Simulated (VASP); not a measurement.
# SiO2 (P6_422) in VASP: a series of runs, part 2 of 2

VASP 6.6.1. The steps go on from the part before.

## (3) Single point, LDA (strain -0.030 along x and y, +0.015 along z)

INCAR

```
SYSTEM = SiO2
ALGO     = Normal         ! electronic algorithm
EDIFF    = 1E-6           ! SCF threshold, eV
ENCUT    = 520            ! plane-wave cutoff, eV
ISIF     = 2              ! what is computed and relaxed
ISMEAR   = 0              ! smearing method
LASPH    = .True.         ! aspherical terms in the spheres
LCHARG   = .True.         ! write CHGCAR
LELF     = .True.         ! ELF
LREAL    = .False.        ! projectors in reciprocal space
LVHAR    = .True.       
LWAVE    = .False.        ! write WAVECAR
NBANDS   = 34             ! bands
NELM     = 60             ! most SCF steps
PREC     = Accurate       ! precision mode
SIGMA    = 0.05           ! smearing width, eV
```

KPOINTS

```
k-points
0
Gamma
  6 6 4
  0 0 0
```

POSCAR

```
SiO2
1.0
    4.8875374386      0.0000000000      0.0000000000
   -2.4437687193      4.2327315837      0.0000000000
    0.0000000000      0.0000000000      5.6077278186
Si O
3 6
Direct
    0.0000000000      0.5000000000      0.3333333333
    0.5000000000      0.5000000000      0.6666666667
    0.5000000000      0.0000000000      0.0000000000
    0.5843949021      0.7921974511      0.8333333333
    0.7921974511      0.5843949021      0.5000000000
    0.7921974511      0.2078025489      0.1666666667
    0.4156050979      0.2078025489      0.8333333333
    0.2078025489      0.4156050979      0.5000000000
    0.2078025489      0.7921974511      0.1666666667
```

Potentials or basis: VASP PAW LDA potentials, release 64 (Si, O).

The run is started by

```sh
cat potpaw_LDA.64/Si/POTCAR potpaw_LDA.64/O/POTCAR > POTCAR
mpirun -np 1 vasp_std > vasp.out
```

OUTCAR:

```text
SYSTEM = SiO2
   EDIFF = 1E-6
   ENCUT = 520
   ISIF = 2
   ISMEAR = 0
   LASPH = .True.
   LREAL = .False.
   NELM = 60
   PREC = Accurate

 ion  position               nearest neighbor table
   1  0.000  0.500  0.333-   6 1.58   9 1.58   8 1.58   5 1.58   3 3.08   3 3.08   2 3.08   2 3.08

   2  0.500  0.500  0.667-   4 1.58   7 1.58   5 1.58   8 1.58   3 3.08   3 3.08   1 3.08   1 3.08

   3  0.500  0.000  0.000-   4 1.58   7 1.58   6 1.58   9 1.58   1 3.08   2 3.08   2 3.08   1 3.08

   4  0.584  0.792  0.833-   3 1.58   2 1.58
   5  0.792  0.584  0.500-   1 1.58   2 1.58
   6  0.792  0.208  0.167-   1 1.58   3 1.58
   7  0.416  0.208  0.833-   3 1.58   2 1.58
   8  0.208  0.416  0.500-   1 1.58   2 1.58
   9  0.208  0.792  0.167-   1 1.58   3 1.58

  LATTYP: Found a hexagonal cell.
 ALAT       =     4.8875374386
 C/A-ratio  =     1.1473524017

  Lattice vectors:

 A1 = (   4.8875374386,   0.0000000000,   0.0000000000)
 A2 = (  -2.4437687193,   4.2327315837,   0.0000000000)
 A3 = (   0.0000000000,   0.0000000000,   5.6077278186)
[... 192 lines left out ...]
 Fermi energy:         1.0438479017

 k-point     1 :       0.0000    0.0000    0.0000
  band No.  band energies     occupation
      1     -18.7703      2.00000
      2     -17.2223      2.00000
      3     -17.2223      2.00000
      4     -16.4185      2.00000
      5     -16.3771      2.00000
      6     -16.3771      2.00000
[... 766 lines left out ...]
     33      12.2583      0.00000
     34      12.2794      0.00000

------------------------ aborting loop because EDIFF is reached ----------------------------------------

  FORCE on cell =-STRESS in cart. coord.  units (eV):
  Direction    XX          YY          ZZ          XY          YZ          ZX
  --------------------------------------------------------------------------------------
  -------------------------------------------------------------------------------------
  Total        7.8328769      7.8328769      5.8797378      0.0000000      0.0000000      0.0000000
  in kB      108.1768001    108.1768001     81.2027592      0.0000000      0.0000000      0.0000000
  external PRESSURE =      99.1854531 kB  Pullay stress =       0.0000000 kB

 VOLUME and BASIS-vectors are now :
 -----------------------------------------------------------------------------
  energy-cutoff  :      520.00
  volume of cell :      116.01
      direct lattice vectors                 reciprocal lattice vectors
     4.887537439  0.000000000  0.000000000     0.204602013  0.118127027  0.000000000
    -2.443768719  4.232731584  0.000000000     0.000000000  0.236254055  0.000000000
     0.000000000  0.000000000  5.607727819     0.000000000  0.000000000  0.178325345

 POSITION                                       TOTAL-FORCE (eV/Angst)
 -----------------------------------------------------------------------------------
     -1.22188      2.11637      1.86924         0.000000      0.000000     -0.000000
      1.22188      2.11637      3.73849        -0.000000      0.000000     -0.000000
      2.44377      0.00000      0.00000         0.000000      0.000000      0.000000
      0.92030      3.35316      4.67311         0.393806      0.227364     -0.000000
      2.44377      2.47359      2.80386         0.000000      0.454728      0.000000
      3.36407      0.87957      0.93462         0.393806     -0.227364     -0.000000
      1.52346      0.87957      4.67311        -0.393806     -0.227364     -0.000000
     -0.00000      1.75914      2.80386        -0.000000     -0.454728      0.000000
     -0.92030      3.35316      0.93462        -0.393806      0.227364      0.000000
 -----------------------------------------------------------------------------------
    total drift:                               -0.000000      0.000000     -0.000001

  FREE ENERGIE OF THE ION-ELECTRON SYSTEM (eV)
  ---------------------------------------------------
  free  energy   TOTEN  =       -77.5979831518 eV

  energy  without entropy=      -77.5979831518  energy(sigma->0) =      -77.59798315
```

OSZICAR:

```text
N       E                     dE             d eps       ncg     rms          rms(c)
DAV:   1     0.267832072262E+03    0.26783E+03   -0.25176E+04  1436   0.131E+03
DAV:   2    -0.702578662387E+02   -0.33809E+03   -0.32635E+03  1848   0.301E+02
DAV:   3    -0.883076323420E+02   -0.18050E+02   -0.17981E+02  1824   0.733E+01
DAV:   4    -0.885003583968E+02   -0.19273E+00   -0.19255E+00  1816   0.852E+00
DAV:   5    -0.885031733886E+02   -0.28150E-02   -0.28136E-02  1804   0.102E+00    0.281E+01
DAV:   6    -0.779219274708E+02    0.10581E+02   -0.37134E+01  1566   0.325E+01    0.141E+01
DAV:   7    -0.777149247844E+02    0.20700E+00   -0.11660E+00  1760   0.507E+00    0.481E+00
DAV:   8    -0.776138515974E+02    0.10107E+00   -0.73982E-02  1730   0.179E+00    0.180E+00
DAV:   9    -0.775974016099E+02    0.16450E-01   -0.23458E-02  1816   0.986E-01    0.258E-01
DAV:  10    -0.775980081043E+02   -0.60649E-03   -0.19234E-03  1708   0.239E-01    0.878E-02
DAV:  11    -0.775979813065E+02    0.26798E-04   -0.42679E-04  1776   0.124E-01    0.201E-02
DAV:  12    -0.775979827191E+02   -0.14126E-05   -0.10812E-05  1770   0.185E-02    0.669E-03
DAV:  13    -0.775979831518E+02   -0.43264E-06   -0.26614E-06  1464   0.917E-03
   1 F= -.77597983E+02 E0= -.77597983E+02  d E =-.392761E-15
```

It took 69 s on 1 thread of AMD EPYC 9R45 (Zen 5), shared host; peak memory 0.17 GiB.

What came out:

```yaml
Free_energy: -77.5980 eV
Pressure: 9.9 GPa
Largest_force: 0.455 eV/Å
Band_gap_on_the_k_mesh: 5.62 eV, indirect (least direct gap 5.74 eV)
```

Forces in eV/Å, atoms in the order of the input:
```
Si   0.000  0.000  0.000
Si   0.000  0.000  0.000
Si   0.000  0.000  0.000
O    0.394  0.227  0.000
O    0.000  0.455  0.000
O    0.394 -0.227  0.000
O   -0.394 -0.227  0.000
O    0.000 -0.455  0.000
O   -0.394  0.227  0.000
```

Stress tensor (GPa, compression positive):
```
10.82  0.00  0.00
 0.00 10.82  0.00
 0.00  0.00  8.12
```

Levels at points of the mesh, in eV from the valence-band top:
```csv
k point,band 21,band 22,band 23,band 24,band 25,band 26,band 27,band 28
"(0.00, 0.00, 0.00)",-1.18,-0.56,-0.56,-0.12,5.62,8.81,8.81,9.21
"(0.50, 0.00, 0.00)",-1.29,-1.18,-0.47,-0.04,7.71,8.62,9.50,9.70
"(0.00, 0.00, 0.50)",-1.21,-0.43,0.00,0.00,7.41,7.41,8.09,9.63
"(0.50, 0.00, 0.50)",-1.06,-0.88,-0.85,-0.35,8.89,8.95,9.22,9.36
```

Caveat: the cell differs from its parent crystal (strain -0.030 along x and y, +0.015 along z).
